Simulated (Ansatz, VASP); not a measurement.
One calculation of Be3ZnSe, two programs

```
Be Zn Se
1.0
     6.90687    0.00000    0.00000
    -3.45343    5.98152    0.00000
     0.00000    0.00000    5.18005
Be Zn Se
6 2 2
Cartesian
  1.7273 2.9904 4.8858
  0.0000 5.9822 4.8858
  -1.7273 2.9904 4.8858
  1.7261 2.9911 2.2957
  3.4534 -0.0007 2.2957
  5.1808 2.9911 2.2957
  0.0000 3.9877 0.9995
  3.4534 1.9938 3.5895
  0.0000 3.9877 3.5899
  3.4534 1.9938 0.9999
```

Alike in both runs: functional PBE; k mesh 3 × 3 × 3; occupations gaussian, width 0.2 eV; no spin polarisation.

Ansatz relaxed the structure, and its values are those at the end. VASP's run is a single point on that final structure, the one shown.

|  | VASP | Ansatz |
| --- | --- | --- |
| version | VASP 6.6.1 | Ansatz 0.2.0 |
| potentials or method | VASP PAW PBE potentials, release 64 (Be, Zn, Se), cutoff 520 eV | scalar-relativistic, plane waves, PAW |
| valence electrons in the cell | 48 | 68 |

|  | VASP | Ansatz | Ansatz less VASP |
| --- | --- | --- | --- |
| gap on the k mesh at the Fermi level (eV) | none | none | - |
| pressure (GPa) | 0.3 | 0.2 | -0.12 |

A gap of «none» marks a metal or a gap that the smearing closes. With one functional, cell and mesh, what is left measures potentials, basis and numerics. VASP's potentials hold 48 valence electrons a cell and Ansatz's 68, so a difference there can come from the potentials and not from the codes.

The k mesh is coarse, so the values compare programs but aren't converged.
